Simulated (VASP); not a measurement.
Set up this calculation in VASP 6.6.1, as the native input.

```yaml
Task: single point
Functional: PBE
Potentials_or_basis: VASP PAW PBE potentials, release 64 (Sn_d, Ge_d)
Cutoff: 520 eV
k_mesh: 12 × 12 × 4
Occupations: gaussian, width 0.1 eV
Spin: no spin polarisation
Dipole_correction: no
Further_INCAR_settings: ALGO = Fast; EDIFF = 1e-06; NBANDS = 51
```

The structure of Sn2Ge lies in POSCAR:

```
Sn2Ge
1.0
    4.4993081996      0.0000000000      0.0000000000
   -2.2496540998      3.8965152003      0.0000000000
    0.0000000000      0.0000000000     11.0631436000
Sn Ge
4 2
Direct
    0.0000000000      0.0000000000      0.3692940000
    0.3333333333      0.6666666667      0.0489850000
    0.6666666667      0.3333333333      0.9510150000
    0.0000000000      0.0000000000      0.6307060000
    0.6666666667      0.3333333333      0.7081520000
    0.3333333333      0.6666666667      0.2918480000
```

One way to write it, as run:

INCAR

```
SYSTEM = Sn2Ge
PREC = Accurate
ENCUT = 520
EDIFF = 1E-6
ISMEAR = 0
SIGMA = 0.1
LREAL = .FALSE.
LASPH = .TRUE.
NELM = 80
ALGO = Fast
ISIF = 2
LWAVE = .FALSE.
LCHARG = .FALSE.
GGA = PE
NBANDS = 51
```

KPOINTS

```
Automatic mesh
0
G
  12 12 4
  0 0 0
```

Potentials or basis: VASP PAW PBE potentials, release 64 (Sn_d, Ge_d).

Command:

```sh
$ cat potpaw_PBE.64/Sn_d/POTCAR potpaw_PBE.64/Ge_d/POTCAR > POTCAR
$ mpirun -np 1 vasp_std > vasp.out
```

It gave:

The pressure is 0.0 GPa. The largest force is 0.003 eV/Å and the band gap on the k mesh is zero (bands 42 and 43 overlap by 0.31 eV).

Caveat: semilocal functionals underestimate gaps, and a narrow one can read as zero; spin-orbit coupling is left out, which moves the levels of the heavy elements.

Wall time 12 min on 1 thread of Intel(R) Xeon(R) Platinum 8559C (Emerald Rapids), on a shared host, peak memory 0.68 GiB.
